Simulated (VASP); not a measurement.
# Sb (Pm-3m) in VASP: notebook

Sb is run at these levels: PBE, r2SCAN; tasks: single point.

Program: VASP 6.6.1. These are calculated values, not measurements. Logs are shortened: lines on timing, memory, paths and dates and some standing lists are left out, and cuts for length are marked.

**1. The cell of the first run**

Symmetry: Pm-3m, No. 221, cubic system. Conventional cell: a = 3.051 Å, b = 3.051 Å, c = 3.051 Å, α = 90.00°, β = 90.00°, γ = 90.00°. Sb (site symmetry m-3m) has 6 Sb at 3.05 Å within 4.0 Å.

**2. Single point, PBE**

INCAR

```
ALGO     = Normal         # electronic algorithm
EDIFF    = 1E-7           # SCF threshold, eV
ENCUT    = 520            # plane-wave cutoff, eV
GGA      = PE             # functional
ISIF     = 2              # what is computed and relaxed
ISMEAR   = 0              # smearing method
LASPH    = True           # aspherical terms in the spheres
LCHARG   = False          # write CHGCAR
LREAL    = False          # projectors in reciprocal space
LWAVE    = False          # write WAVECAR
NBANDS   = 8              # bands
NELM     = 80             # most SCF steps
PREC     = Accurate       # precision mode
SIGMA    = 0.05           # smearing width, eV
```

KPOINTS

```
k-points
0
Gamma
  10 10 10
```

POSCAR

```
Sb
1.0
    3.0509464554      0.0000000000      0.0000000000
    0.0000000000      3.0509464554      0.0000000000
    0.0000000000      0.0000000000      3.0509464554
Sb
1
Direct
    0.0000000000      0.0000000000      0.0000000000
```

Potentials or basis: VASP PAW PBE potentials, release 64 (Sb).

The run is started by

```bash
> cat potpaw_PBE.64/Sb/POTCAR > POTCAR
> mpirun -np 1 vasp_std > vasp.out
```

OUTCAR:

```text
EDIFF = 1E-7
   ENCUT = 520
   GGA = PE
   ISIF = 2
   ISMEAR = 0
   LASPH = True
   LREAL = False
   NELM = 80
   PREC = Accurate

 ion  position               nearest neighbor table
   1  0.000  0.000  0.000-

  LATTYP: Found a simple cubic cell.
 ALAT       =     3.0509464554

  Lattice vectors:

 A1 = (   3.0509464554,   0.0000000000,   0.0000000000)
 A2 = (   0.0000000000,   3.0509464554,   0.0000000000)
 A3 = (   0.0000000000,   0.0000000000,   3.0509464554)

Analysis of symmetry for initial positions (statically):
=====================================================================
 Subroutine PRICEL returns:
 Original cell was already a primitive cell.

 Routine SETGRP: Setting up the symmetry group for a
 simple cubic supercell.

 Subroutine GETGRP returns: Found 48 space group operations
 (whereof 48 operations were pure point group operations)
 out of a pool of 48 trial point group operations.

The static configuration has the point symmetry O_h .

Analysis of symmetry for dynamics (positions and initial velocities):
=====================================================================
 Subroutine PRICEL returns:
 Original cell was already a primitive cell.

 Routine SETGRP: Setting up the symmetry group for a
 simple cubic supercell.

 Subroutine GETGRP returns: Found 48 space group operations
 (whereof 48 operations were pure point group operations)
 out of a pool of 48 trial point group operations.

The dynamic configuration has the point symmetry O_h .

 Subroutine INISYM returns: Found 48 space group operations
 (whereof 48 operations are pure point group operations),
 and found     1 'primitive' translations

----------------------------------------------------------------------------------------

                                     Primitive cell

  volume of cell :      28.3990

  direct lattice vectors                    reciprocal lattice vectors
     3.050946455  0.000000000  0.000000000     0.327767142  0.000000000  0.000000000
     0.000000000  3.050946455  0.000000000     0.000000000  0.327767142  0.000000000
     0.000000000  0.000000000  3.050946455     0.000000000  0.000000000  0.327767142

  length of vectors
     3.050946455  3.050946455  3.050946455     0.327767142  0.327767142  0.327767142

  position of ions in fractional coordinates (direct lattice)
     0.000000000  0.000000000  0.000000000

  ion indices of the primitive-cell ions
   primitive index   ion index
                 1           1

----------------------------------------------------------------------------------------

 KPOINTS: k-points

Automatic generation of k-mesh.
 Grid dimensions read from file:
 generate k-points for:   10   10   10

 Generating k-lattice:

  Cartesian coordinates                     Fractional coordinates (reciprocal lattice)
     0.032776714  0.000000000  0.000000000     0.100000000  0.000000000  0.000000000
     0.000000000  0.032776714  0.000000000     0.000000000  0.100000000  0.000000000
     0.000000000  0.000000000  0.032776714     0.000000000  0.000000000  0.100000000

  Length of vectors
     0.032776714  0.032776714  0.032776714

  Shift w.r.t. Gamma in fractional coordinates (k-lattice)
     0.000000000  0.000000000  0.000000000

 Subroutine IBZKPT returns following result:
 ===========================================

 Found     56 irreducible k-points:

 Following reciprocal coordinates:
            Coordinates               Weight
  0.000000  0.000000  0.000000      1.000000
  0.100000  0.000000  0.000000      6.000000
  0.200000  0.000000  0.000000      6.000000
  0.300000  0.000000  0.000000      6.000000
  0.400000  0.000000  0.000000      6.000000
  0.500000  0.000000  0.000000      3.000000
[... 16 lines left out ...]
  0.200000  0.100000  0.100000     24.000000
  0.300000  0.100000  0.100000     24.000000
 [... further k-points ...]
   k-points           NKPTS =     56   k-points in BZ     NKDIM =     56   number of bands    NBANDS=      8
   number of dos      NEDOS =    301   number of ions     NIONS =      1
   total plane-waves  NPLWV =  13824
   dimension x,y,z NGX =    24 NGY =   24 NGZ =   24
   dimension x,y,z NGXF=    48 NGYF=   48 NGZF=   48
   ions per type =               1
   NGX,Y,Z   is equivalent  to a cutoff of  13.08, 13.08, 13.08 a.u.
   NGXF,Y,Z  is equivalent  to a cutoff of  26.16, 26.16, 26.16 a.u.
 SYSTEM =  unknown system
   PREC   = accura    normal or accurate (medium, high low for compatibility)
   ISTART =      0    job   : 0-new  1-cont  2-samecut
   ICHARG =      2    charge: 1-file 2-atom 10-const
   ISPIN  =      1    spin polarized calculation?
   LNONCOLLINEAR =      F non collinear calculations
   LSORBIT =      F    spin-orbit coupling
   LASPH  =      T    aspherical Exc in radial PAW
   ENCUT  =  520.0 eV  38.22 Ry    6.18 a.u.   5.67  5.67  5.67*2*pi/ulx,y,z
   NELM   =     80;   NELMIN=  2; NELMDL= -5     # of ELM steps
   EDIFF  = 0.1E-06   stopping-criterion for ELM
   LREAL  =      F    real-space projection
   EDIFFG = 0.1E-05   stopping-criterion for IOM
   NSW    =      0    number of steps for IOM
   IBRION =     -1    ionic relax: 0-MD 1-quasi-New 2-CG
   NFREE  =      0    steps in history (QN), initial steepest desc. (CG)
   ISIF   =      2    stress and relaxation
   ISYM   =      2    0-nonsym 1-usesym 2-fastsym
   POTIM  = 0.5000    time-step for ionic-motion
   TEBEG  =    0.0;   TEEND  =   0.0 temperature during run
   PSTRESS=    0.0 pullay stress
   NELECT =       5.0000    total number of electrons
   NUPDOWN=      -1.0000    fix difference up-down
   EMIN   =  10.00;   EMAX   =-10.00  energy-range for DOS
   EFERMI =   0.00;   METHOD = LEGACY
   ISMEAR =     0;   SIGMA  =   0.05  broadening in eV -4-tet -1-fermi 0-gaus
   EFERMI_NEDOS =   21; number of points for ismear=-14 and -15
   IALGO  =     38    algorithm
   IMIX   =      4    mixing-type and parameters
     AMIX     =   0.40;   BMIX     =  1.00
     AMIX_MAG =   1.60;   BMIX_MAG =  1.00
  volume/ion in A,a.u.               =      28.40       191.65
  Fermi-wavevector in a.u.,A,eV,Ry     =   0.917551  1.733920 11.454744  0.841900
  Thomas-Fermi vector in A             =   2.042533
   LORBIT       =      0    0 simple, 1 ext, 2 COOP (PROOUT), +10 PAW based schemes
   GGA     = PE    functional components
   LHFCALC =     F    Hartree Fock is set to
   AEXX    =    0.0000 exact exchange contribution
   IVDW    =     0    specifies the selected vdW correction
   LEPSILON=     F    determine dielectric tensor
   LRPA    =     F    only Hartree local field effects (RPA)
 non-spin polarized calculation
 Gauss-broadening in eV      SIGMA  =   0.05
  energy-cutoff  :      520.00
  volume of cell :       28.40
 maximum number of plane-waves:       776
 NGX is ok and might be reduce to    24
   NGX = 11   NGY = 11   NGZ = 11

 number of electron       4.9999999 magnetization

 Free energy of the ion-electron system (eV)
  ---------------------------------------------------
  ext. energy  EPLUGINS =         0.00000000
  ---------------------------------------------------
  free energy    TOTEN  =        -4.08893190 eV

  energy without entropy =       -4.08840440  energy(sigma->0) =       -4.08866815

 E-fermi :   7.7132     XC(G=0):  -9.8302

 val. band max:        7.5937855375   @ k =   0.5000   0.3000   0.3000
 cond. band min:       7.7138936696   @ k =   0.2000   0.2000   0.0000
 fundamental gap:      0.1201081321
 Fermi energy:         7.7132268886

 k-point     1 :       0.0000    0.0000    0.0000
  band No.  band energies     occupation
      1      -5.0012      2.00000
      2      11.1663      0.00000
      3      11.1663      0.00000
      4      11.1663      0.00000
      5      14.7408      0.00000
      6      14.7408      0.00000
      7      16.3483      0.00000
      8      25.6860      0.00000

 k-point     2 :       0.1000    0.0000    0.0000
  band No.  band energies     occupation
      1      -4.8488      2.00000
      2       9.4732      0.00000
      3      11.3185      0.00000
      4      11.3185      0.00000
      5      14.8582      0.00000
      6      15.6286      0.00000
      7      17.4668      0.00000
      8      24.5379      0.00000

 k-point     3 :       0.2000    0.0000    0.0000
  band No.  band energies     occupation
      1      -4.3995      2.00000
      2       6.8967      2.00000
      3      11.7528      0.00000
      4      11.7528      0.00000
      5      15.2070      0.00000
      6      16.2036      0.00000
      7      20.3463      0.00000
      8      22.8060      0.00000

 k-point     4 :       0.3000    0.0000    0.0000
  band No.  band energies     occupation
      1      -3.6903      2.00000
      2       4.5252      2.00000
      3      12.3892      0.00000
      4      12.3892      0.00000
      5      15.7701      0.00000
      6      16.8722      0.00000
      7      21.1580      0.00000
      8      21.1580      0.00000

 k-point     5 :       0.4000    0.0000    0.0000
  band No.  band energies     occupation
      1      -2.8590      2.00000
      2       2.6614      2.00000
      3      13.0389      0.00000
      4      13.0389      0.00000
      5      16.4714      0.00000
      6      17.7588      0.00000
      7      19.8784      0.00000
      8      19.8784      0.00000
[... 177 lines left out ...]
 k-point    22 :       0.1000    0.1000    0.1000
  band No.  band energies     occupation
      1      -4.5439      2.00000
      2       9.6504      0.00000
      3       9.6504      0.00000
      4      10.0396      0.00000
      5      16.9230      0.00000
      6      16.9230      0.00000
      7      18.2517      0.00000
      8      22.8655      0.00000

 k-point    23 :       0.2000    0.1000    0.1000
  band No.  band energies     occupation
      1      -4.0944      2.00000
      2       7.1841      2.00000
      3      10.0733      0.00000
      4      10.3779      0.00000
      5      17.2678      0.00000
      6      17.9123      0.00000
      7      20.1398      0.00000
      8      20.7972      0.00000

 k-point    24 :       0.3000    0.1000    0.1000
  band No.  band energies     occupation
      1      -3.3843      2.00000
      2       4.8173      2.00000
      3      10.7038      0.00000
      4      11.0559      0.00000
      5      17.7657      0.00000
      6      17.8244      0.00000
      7      18.9923      0.00000
      8      20.0463      0.00000

 [... further k-points ...]
[... 5 lines left out ...]
  --------------------------------------------------------------------------------------
  -------------------------------------------------------------------------------------
  Total        0.5960331      0.5960331      0.5960331      0.0000000      0.0000000      0.0000000
  in kB       33.6261540     33.6261540     33.6261540      0.0000000      0.0000000      0.0000000
  external PRESSURE =      33.6261540 kB  Pullay stress =       0.0000000 kB

 VOLUME and BASIS-vectors are now :
 -----------------------------------------------------------------------------
  energy-cutoff  :      520.00
  volume of cell :       28.40
      direct lattice vectors                 reciprocal lattice vectors
     3.050946455  0.000000000  0.000000000     0.327767142  0.000000000  0.000000000
     0.000000000  3.050946455  0.000000000     0.000000000  0.327767142  0.000000000
     0.000000000  0.000000000  3.050946455     0.000000000  0.000000000  0.327767142

 POSITION                                       TOTAL-FORCE (eV/Angst)
 -----------------------------------------------------------------------------------
      0.00000      0.00000      0.00000         0.000000      0.000000      0.000000
 -----------------------------------------------------------------------------------
    total drift:                               -0.000000      0.000000      0.000000

  FREE ENERGIE OF THE ION-ELECTRON SYSTEM (eV)
  ---------------------------------------------------
  free  energy   TOTEN  =        -4.0889318992 eV

  energy  without entropy=       -4.0884043986  energy(sigma->0) =       -4.08866815
```

Wall time 14 s (1 thread of Intel Xeon 8259CL, shared host); peak memory 0.14 GiB.

Results:

| Item | Value |
| --- | --- |
| Free energy | -4.0889 eV |
| Pressure | 3.4 GPa |

Caveat: spin-orbit coupling is left out, which moves the levels of the heavy elements.

(Continued in part 2 of 2.)
